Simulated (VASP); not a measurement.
# H (Cmcm) in VASP: a series of runs

H is run at these levels: LDA; tasks: single point.

Everything below comes from runs of VASP 6.6.1. Logs are shortened: lines on timing, memory, paths and dates and some standing lists are left out, and cuts for length are marked.

**1. The cell of the first run**

It takes space group Cmcm (No. 63, orthorhombic). Conventional cell: a = 3.379 Å, b = 5.600 Å, c = 5.998 Å, α = 90.00°, β = 90.00°, γ = 90.00°. Within 1.0 Å of H (site symmetry m) lie 1 H at 0.76 Å.

**2. Single point, LDA (strain +0.025 along x and y, -0.050 along z)**

Contents of INCAR:

```
PREC     = Accurate       # precision mode
ENCUT    = 520            # plane-wave cutoff, eV
EDIFF    = 1E-6           # SCF threshold, eV
ISMEAR   = 0              # smearing method
SIGMA    = 0.05           # smearing width, eV
LREAL    = F              # projectors in reciprocal space
LASPH    = T              # aspherical terms in the spheres
NELM     = 60             # most SCF steps
ALGO     = Normal         # electronic algorithm
ISIF     = 2              # what is computed and relaxed
LWAVE    = F              # write WAVECAR
LCHARG   = T              # write CHGCAR
LELF     = T              # ELF
LVHAR    = T            
NBANDS   = 10             # bands
```

Contents of KPOINTS:

```
Automatic mesh
0
Gamma
  8 8 4
```

Contents of POSCAR:

```
H
1.0
    1.6897451565     -2.7999804357      0.0000000000
    1.6897451565      2.7999804357      0.0000000000
    0.0000000000      0.0000000000      5.9980801890
H
4
Direct
    0.5678085000      0.4321915000      0.9995149500
    0.4321915000      0.5678085000      0.0004850500
    0.4321915000      0.5678085000      0.4995149500
    0.5678085000      0.4321915000      0.5004850500
```

Potentials or basis: VASP PAW LDA potentials, release 64 (H).

Command:

```bash
cat potpaw_LDA.64/H/POTCAR > POTCAR
mpirun -np 1 vasp_std > vasp.out
```

OUTCAR:

```text
PREC = Accurate
   ENCUT = 520
   EDIFF = 1E-6
   ISMEAR = 0
   LREAL = F
   LASPH = T
   NELM = 60
   ISIF = 2

 ion  position               nearest neighbor table
   1  0.568  0.432  1.000-   2 0.76
   2  0.432  0.568  0.000-   1 0.76
   3  0.432  0.568  0.500-   4 0.76
   4  0.568  0.432  0.500-   3 0.76

  LATTYP: Found a base centered orthorhombic cell.
 ALAT       =     3.3794903130
 B/A-ratio  =     1.6570430310
 C/A-ratio  =     1.7748475757

  Lattice vectors:

 A1 = (   1.6897451565,  -2.7999804357,   0.0000000000)
 A2 = (   1.6897451565,   2.7999804357,   0.0000000000)
 A3 = (   0.0000000000,   0.0000000000,   5.9980801890)

Analysis of symmetry for initial positions (statically):
=====================================================================
 Subroutine PRICEL returns:
 Original cell was already a primitive cell.

 Routine SETGRP: Setting up the symmetry group for a
 base centered orthorhombic supercell.

 Subroutine GETGRP returns: Found  8 space group operations
 (whereof  4 operations were pure point group operations)
 out of a pool of  8 trial point group operations.

The static configuration has the point symmetry C_2h.
 The point group associated with its full space group is D_2h.

Analysis of symmetry for dynamics (positions and initial velocities):
=====================================================================
 Subroutine PRICEL returns:
 Original cell was already a primitive cell.

 Routine SETGRP: Setting up the symmetry group for a
 base centered orthorhombic supercell.

 Subroutine GETGRP returns: Found  8 space group operations
 (whereof  4 operations were pure point group operations)
 out of a pool of  8 trial point group operations.

The dynamic configuration has the point symmetry C_2h.
 The point group associated with its full space group is D_2h.

 Subroutine INISYM returns: Found  8 space group operations
 (whereof  4 operations are pure point group operations),
 and found     1 'primitive' translations

----------------------------------------------------------------------------------------

                                     Primitive cell

  volume of cell :      56.7569

  direct lattice vectors                    reciprocal lattice vectors
     1.689745156 -2.799980436  0.000000000     0.295902609 -0.178572676  0.000000000
     1.689745156  2.799980436  0.000000000     0.295902609  0.178572676  0.000000000
[... 91 lines left out ...]
   EDIFFG = 0.1E-04   stopping-criterion for IOM
   NSW    =      0    number of steps for IOM
   IBRION =     -1    ionic relax: 0-MD 1-quasi-New 2-CG
   NFREE  =      0    steps in history (QN), initial steepest desc. (CG)
   ISIF   =      2    stress and relaxation
   ISYM   =      2    0-nonsym 1-usesym 2-fastsym
   POTIM  = 0.5000    time-step for ionic-motion
   TEBEG  =    0.0;   TEEND  =   0.0 temperature during run
   PSTRESS=    0.0 pullay stress
   NELECT =       4.0000    total number of electrons
   NUPDOWN=      -1.0000    fix difference up-down
   EMIN   =  10.00;   EMAX   =-10.00  energy-range for DOS
   EFERMI =   0.00;   METHOD = LEGACY
   ISMEAR =     0;   SIGMA  =   0.05  broadening in eV -4-tet -1-fermi 0-gaus
   EFERMI_NEDOS =   21; number of points for ismear=-14 and -15
   IALGO  =     38    algorithm
   IMIX   =      4    mixing-type and parameters
     AMIX     =   0.40;   BMIX     =  1.00
     AMIX_MAG =   1.60;   BMIX_MAG =  1.00
  volume/ion in A,a.u.               =      14.19        95.75
  Fermi-wavevector in a.u.,A,eV,Ry     =   0.676221  1.277872  6.221602  0.457275
  Thomas-Fermi vector in A             =   1.753470
   LORBIT       =      0    0 simple, 1 ext, 2 COOP (PROOUT), +10 PAW based schemes
   GGA     = CA    functional components
   LHFCALC =     F    Hartree Fock is set to
   AEXX    =    0.0000 exact exchange contribution
   IVDW    =     0    specifies the selected vdW correction
   LEPSILON=     F    determine dielectric tensor
   LRPA    =     F    only Hartree local field effects (RPA)
 non-spin polarized calculation
 Gauss-broadening in eV      SIGMA  =   0.05
  energy-cutoff  :      520.00
  volume of cell :       56.76
 maximum number of plane-waves:      1552
   NGX = 13   NGY = 13   NGZ = 23

 number of electron       4.0000001 magnetization

 Free energy of the ion-electron system (eV)
  ---------------------------------------------------
  ext. energy  EPLUGINS =         0.00000000
  ---------------------------------------------------
  free energy    TOTEN  =       -13.50752459 eV

  energy without entropy =      -13.50752459  energy(sigma->0) =      -13.50752459

 E-fermi :  -8.0793     XC(G=0):  -5.3481

 val. band max:       -8.2951282970   @ k =   0.3750   0.3750   0.0000
 cond. band min:      -0.8594240631   @ k =   0.5000   0.5000   0.0000
 fundamental gap:      7.4357042338
 Fermi energy:        -8.0792853063

 k-point     1 :       0.0000    0.0000    0.0000
  band No.  band energies     occupation
      1     -10.3953      2.00000
      2      -9.4101      2.00000
      3       0.4654      0.00000
      4       3.5449      0.00000
      5       7.3596      0.00000
      6       8.0006      0.00000
      7       8.5091      0.00000
      8      11.0761      0.00000
      9      11.6723      0.00000
     10      12.8784      0.00000
[... 287 lines left out ...]
 k-point    24 :       0.2500    0.0000    0.2500
  band No.  band energies     occupation
      1      -9.7748      2.00000
      2      -9.1559      2.00000
      3       1.8175      0.00000
      4       1.8892      0.00000
      5       4.6281      0.00000
      6       6.3194      0.00000
      7       8.3144      0.00000
      8       8.6204      0.00000
      9      10.0965      0.00000
     10      10.7379      0.00000

 [... further k-points ...]
[... 5 lines left out ...]
  --------------------------------------------------------------------------------------
  -------------------------------------------------------------------------------------
  Total       -0.2155779      0.1749999     -0.1141149      0.0000000      0.0000000      0.0000000
  in kB       -6.0855013      4.9400335     -3.2213235      0.0000000      0.0000000      0.0000000
  external PRESSURE =      -1.4555971 kB  Pullay stress =       0.0000000 kB

 VOLUME and BASIS-vectors are now :
 -----------------------------------------------------------------------------
  energy-cutoff  :      520.00
  volume of cell :       56.76
      direct lattice vectors                 reciprocal lattice vectors
     1.689745156 -2.799980436  0.000000000     0.295902609 -0.178572676  0.000000000
     1.689745156  2.799980436  0.000000000     0.295902609  0.178572676  0.000000000
     0.000000000  0.000000000  5.998080189     0.000000000  0.000000000  0.166720012

 POSITION                                       TOTAL-FORCE (eV/Angst)
 -----------------------------------------------------------------------------------
      1.68975     -0.37972      5.99517         0.000000     -0.313921     -0.002622
      1.68975      0.37972      0.00291         0.000000      0.313921      0.002622
      1.68975      0.37972      2.99613         0.000000      0.313921     -0.002622
      1.68975     -0.37972      3.00195         0.000000     -0.313921      0.002622
 -----------------------------------------------------------------------------------
    total drift:                                0.000000      0.000000      0.000000

  FREE ENERGIE OF THE ION-ELECTRON SYSTEM (eV)
  ---------------------------------------------------
  free  energy   TOTEN  =       -13.5075245931 eV

  energy  without entropy=      -13.5075245931  energy(sigma->0) =      -13.50752459
```

OSZICAR:

```text
N       E                     dE             d eps       ncg     rms          rms(c)
DAV:   1    -0.608701492707E+01   -0.60870E+01   -0.14674E+03  1260   0.273E+02
DAV:   2    -0.145181054593E+02   -0.84311E+01   -0.83402E+01  1646   0.504E+01
DAV:   3    -0.147816499673E+02   -0.26354E+00   -0.26337E+00  1494   0.813E+00
DAV:   4    -0.147823560547E+02   -0.70609E-03   -0.70608E-03  1484   0.493E-01
DAV:   5    -0.147823584748E+02   -0.24201E-05   -0.24201E-05  1454   0.289E-02    0.624E+00
DAV:   6    -0.138876976223E+02    0.89466E+00   -0.50798E-01  1324   0.251E+00    0.332E+00
DAV:   7    -0.135020682748E+02    0.38563E+00   -0.89049E-01  1320   0.345E+00    0.370E-01
DAV:   8    -0.135088405753E+02   -0.67723E-02   -0.95639E-03  1322   0.366E-01    0.198E-01
DAV:   9    -0.135075071258E+02    0.13334E-02   -0.23913E-03  1398   0.169E-01    0.211E-02
DAV:  10    -0.135075177996E+02   -0.10674E-04   -0.54997E-05  1376   0.359E-02    0.111E-02
DAV:  11    -0.135075245720E+02   -0.67724E-05   -0.39247E-06  1332   0.679E-03    0.626E-04
DAV:  12    -0.135075245931E+02   -0.21083E-07   -0.69985E-08  1110   0.126E-03
   1 F= -.13507525E+02 E0= -.13507525E+02  d E =-.233352E-11
```

stdout:

```text
POSCAR found type information on POSCAR H
 POSCAR found :  1 types and       4 ions
 scaLAPACK will be used
 LDA part: xc-table for (Slater(with rela. corr.)+CA(PZ))
 , standard interpolation
 POSCAR, INCAR and KPOINTS ok, starting setup
 FFT: planning ... GRIDC
 FFT: planning ... GRID_SOFT
 FFT: planning ... GRID
 WAVECAR not read
 entering main loop
```

It took 21 s on 1 thread of Intel Xeon Platinum 8375C at 2.90GHz (Ice Lake), shared host; peak memory 0.15 GiB.

What came out:

```
Free energy            : -13.5075 eV
Pressure               : -0.1 GPa
Largest force          : 0.314 eV/Å
Band gap on the k mesh : 7.44 eV
```

Forces in eV/Å, atoms in the order of the input:
```
H    0.000 -0.314 -0.003
H    0.000  0.314  0.003
H    0.000  0.314 -0.003
H    0.000 -0.314  0.003
```

Caveat: the cell differs from its parent crystal (strain +0.025 along x and y, -0.050 along z). A k mesh can miss the band edges.

**3. Single point, LDA (strain +0.000 along x and y, +0.025 along z)**

Contents of INCAR:

```
SYSTEM = H
ALGO = Normal
EDIFF = 1E-6
ENCUT = 520
ISIF = 2
ISMEAR = 0
LASPH = .TRUE.
LCHARG = .FALSE.
LREAL = .FALSE.
LWAVE = .FALSE.
NBANDS = 10
NELM = 80
PREC = Accurate
SIGMA = 0.05
```

Contents of KPOINTS:

```
k-points
0
G
  8 8 4
  0 0 0
```

Contents of POSCAR:

```
H
1.0
    1.6485318600     -2.7316882300      0.0000000000
    1.6485318600      2.7316882300      0.0000000000
    0.0000000000      0.0000000000      6.4716128355
H
4
Direct
    0.5678085000      0.4321915000      0.9995149500
    0.4321915000      0.5678085000      0.0004850500
    0.4321915000      0.5678085000      0.4995149500
    0.5678085000      0.4321915000      0.5004850500
```

Potentials or basis: VASP PAW LDA potentials, release 64 (H).

Command:

```bash
cat potpaw_LDA.64/H/POTCAR > POTCAR
mpirun -np 1 vasp_std > vasp.out
```

OUTCAR:

```text
SYSTEM = H
   EDIFF = 1E-6
   ENCUT = 520
   ISIF = 2
   ISMEAR = 0
   LASPH = .TRUE.
   LREAL = .FALSE.
   NELM = 80
   PREC = Accurate

 ion  position               nearest neighbor table
   1  0.568  0.432  1.000-   2 0.74
   2  0.432  0.568  0.000-   1 0.74
   3  0.432  0.568  0.500-   4 0.74
   4  0.568  0.432  0.500-   3 0.74

  LATTYP: Found a base centered orthorhombic cell.
 ALAT       =     3.2970637200
 B/A-ratio  =     1.6570430310
 C/A-ratio  =     1.9628412991

  Lattice vectors:

 A1 = (   1.6485318600,  -2.7316882300,   0.0000000000)
 A2 = (   1.6485318600,   2.7316882300,   0.0000000000)
 A3 = (   0.0000000000,   0.0000000000,   6.4716128355)

Analysis of symmetry for initial positions (statically):
=====================================================================
 Subroutine PRICEL returns:
 Original cell was already a primitive cell.

 Routine SETGRP: Setting up the symmetry group for a
 base centered orthorhombic supercell.

 Subroutine GETGRP returns: Found  8 space group operations
 (whereof  4 operations were pure point group operations)
 out of a pool of  8 trial point group operations.

The static configuration has the point symmetry C_2h.
 The point group associated with its full space group is D_2h.

Analysis of symmetry for dynamics (positions and initial velocities):
=====================================================================
 Subroutine PRICEL returns:
 Original cell was already a primitive cell.

 Routine SETGRP: Setting up the symmetry group for a
 base centered orthorhombic supercell.

 Subroutine GETGRP returns: Found  8 space group operations
 (whereof  4 operations were pure point group operations)
 out of a pool of  8 trial point group operations.

The dynamic configuration has the point symmetry C_2h.
 The point group associated with its full space group is D_2h.

[... 123 lines left out ...]
  volume/ion in A,a.u.               =      14.57        98.33
  Fermi-wavevector in a.u.,A,eV,Ry     =   0.670252  1.266592  6.112242  0.449237
  Thomas-Fermi vector in A             =   1.745713
   LORBIT       =      0    0 simple, 1 ext, 2 COOP (PROOUT), +10 PAW based schemes
   GGA     = CA    functional components
   LHFCALC =     F    Hartree Fock is set to
   AEXX    =    0.0000 exact exchange contribution
   IVDW    =     0    specifies the selected vdW correction
   LEPSILON=     F    determine dielectric tensor
   LRPA    =     F    only Hartree local field effects (RPA)
 non-spin polarized calculation
 Gauss-broadening in eV      SIGMA  =   0.05
  energy-cutoff  :      520.00
  volume of cell :       58.29
 maximum number of plane-waves:      1592
   NGX = 11   NGY = 11   NGZ = 25

 number of electron       3.9999997 magnetization

 Free energy of the ion-electron system (eV)
  ---------------------------------------------------
  ext. energy  EPLUGINS =         0.00000000
  ---------------------------------------------------
  free energy    TOTEN  =       -13.48679829 eV

  energy without entropy =      -13.48679829  energy(sigma->0) =      -13.48679829

 E-fermi :  -8.3083     XC(G=0):  -5.2334

 val. band max:       -8.5206384818   @ k =   0.3750   0.3750   0.0000
 cond. band min:      -0.6282507271   @ k =   0.5000   0.5000   0.0000
 fundamental gap:      7.8923877547
 Fermi energy:        -8.3083338595

 k-point     1 :       0.0000    0.0000    0.0000
  band No.  band energies     occupation
      1     -10.4796      2.00000
      2      -9.8104      2.00000
      3       0.1478      0.00000
      4       3.2461      0.00000
      5       7.8050      0.00000
      6       8.1648      0.00000
      7       8.9192      0.00000
      8       9.0223      0.00000
      9      11.8662      0.00000
     10      12.5239      0.00000
[... 287 lines left out ...]
 k-point    24 :       0.2500    0.0000    0.2500
  band No.  band energies     occupation
      1      -9.8542      2.00000
      2      -9.4424      2.00000
      3       1.5413      0.00000
      4       1.9627      0.00000
      5       4.4624      0.00000
      6       6.1779      0.00000
      7       8.4308      0.00000
      8       8.8691      0.00000
      9      10.0711      0.00000
     10      10.8561      0.00000

 [... further k-points ...]
[... 5 lines left out ...]
  --------------------------------------------------------------------------------------
  -------------------------------------------------------------------------------------
  Total       -0.2099737      1.1604730     -0.1557701      0.0000000     -0.0000000      0.0000000
  in kB       -5.7717090     31.8988205     -4.2817736      0.0000000     -0.0000000      0.0000000
  external PRESSURE =       7.2817793 kB  Pullay stress =       0.0000000 kB

 VOLUME and BASIS-vectors are now :
 -----------------------------------------------------------------------------
  energy-cutoff  :      520.00
  volume of cell :       58.29
      direct lattice vectors                 reciprocal lattice vectors
     1.648531860 -2.731688230  0.000000000     0.303300174 -0.183036993  0.000000000
     1.648531860  2.731688230  0.000000000     0.303300174  0.183036993  0.000000000
     0.000000000  0.000000000  6.471612836     0.000000000  0.000000000  0.154520987

 POSITION                                       TOTAL-FORCE (eV/Angst)
 -----------------------------------------------------------------------------------
      1.64853     -0.37046      6.46847         0.000000     -0.979416     -0.008503
      1.64853      0.37046      0.00314         0.000000      0.979416      0.008503
      1.64853      0.37046      3.23267         0.000000      0.979416     -0.008503
      1.64853     -0.37046      3.23895         0.000000     -0.979416      0.008503
 -----------------------------------------------------------------------------------
    total drift:                                0.000000      0.000000      0.000000

  FREE ENERGIE OF THE ION-ELECTRON SYSTEM (eV)
  ---------------------------------------------------
  free  energy   TOTEN  =       -13.4867982906 eV

  energy  without entropy=      -13.4867982905  energy(sigma->0) =      -13.48679829
```

stdout:

```text
POSCAR found type information on POSCAR H
 POSCAR found :  1 types and       4 ions
 scaLAPACK will be used
 LDA part: xc-table for (Slater(with rela. corr.)+CA(PZ))
 , standard interpolation
 POSCAR, INCAR and KPOINTS ok, starting setup
 FFT: planning ... GRIDC
 FFT: planning ... GRID_SOFT
 FFT: planning ... GRID
 WAVECAR not read
 entering main loop
```

Run time: 23 s. Hardware: 1 thread of Intel Xeon Platinum 8375C at 2.90GHz (Ice Lake), shared host; peak memory 0.15 GiB.

Results:

- Free energy: -13.4868 eV
- Pressure: 0.7 GPa
- Largest force: 0.979 eV/Å
- Band gap on the k mesh: 7.89 eV

Forces on the atoms (eV/Å):
```
H    0.000 -0.979 -0.009
H    0.000  0.979  0.009
H    0.000  0.979 -0.009
H    0.000 -0.979  0.009
```

Stress tensor (GPa, compression positive):
```
-0.58  0.00  0.00
 0.00  3.19  0.00
 0.00  0.00 -0.43
```

Caveat: the cell differs from its parent crystal (strain +0.000 along x and y, +0.025 along z). A k mesh can miss the band edges.

**4. Single point, LDA (strain +0.025 along x and y, -0.025 along z)**

Contents of INCAR:

```
PREC = Accurate
ENCUT = 520
EDIFF = 1E-6
ISMEAR = 0
SIGMA = 0.05
LREAL = False
LASPH = True
NELM = 60
ALGO = Normal
ISIF = 2
LWAVE = False
LCHARG = False
NBANDS = 10
```

Contents of KPOINTS:

```
regular mesh
0
Gamma
  8 8 4
```

Contents of POSCAR:

```
H
1.0
    1.6897451565     -2.7999804357      0.0000000000
    1.6897451565      2.7999804357      0.0000000000
    0.0000000000      0.0000000000      6.1559244045
H
4
Direct
    0.5678085000      0.4321915000      0.9995149500
    0.4321915000      0.5678085000      0.0004850500
    0.4321915000      0.5678085000      0.4995149500
    0.5678085000      0.4321915000      0.5004850500
```

Command:

```bash
cat potpaw_LDA.64/H/POTCAR > POTCAR
mpirun -np 1 vasp_std > vasp.out
```

Wall time 24 s (1 thread of Intel Xeon Platinum 8375C at 2.90GHz (Ice Lake), shared host); peak memory 0.15 GiB.

It converged, with:

```yaml
Free_energy: -13.5056 eV
Pressure: -0.2 GPa
Largest_force: 0.316 eV/Å
Band_gap_on_the_k_mesh: 7.55 eV
```

Forces on the atoms (eV/Å):
```
H    0.000 -0.316 -0.003
H    0.000  0.316  0.003
H    0.000  0.316 -0.003
H    0.000 -0.316  0.003
```

Stress tensor (GPa, compression positive):
```
-0.59  0.00  0.00
 0.00  0.49  0.00
 0.00  0.00 -0.37
```

Levels at points of the mesh, in eV from the valence-band top:
```csv
k point,band 1,band 2,band 3,band 4,band 5,band 6,band 7
"(0.00, 0.00, 0.00)",-2.00,-1.13,8.73,11.76,15.76,16.17,16.78
"(0.50, 0.00, 0.00)",-0.87,-0.25,8.42,10.93,12.37,14.15,14.89
"(0.50, 0.50, 0.00)",-0.60,0.00,7.55,9.69,12.88,14.12,14.57
"(0.00, 0.00, 0.50)",-1.60,-1.60,10.31,10.31,16.22,16.22,16.26
"(0.50, 0.00, 0.50)",-0.58,-0.58,9.30,9.30,13.92,13.92,15.43
"(0.50, 0.50, 0.50)",-0.32,-0.32,8.35,8.35,14.11,14.11,17.12
```

Caveat: the cell differs from its parent crystal (strain +0.025 along x and y, -0.025 along z).

(Continued in part 2 of 2.)
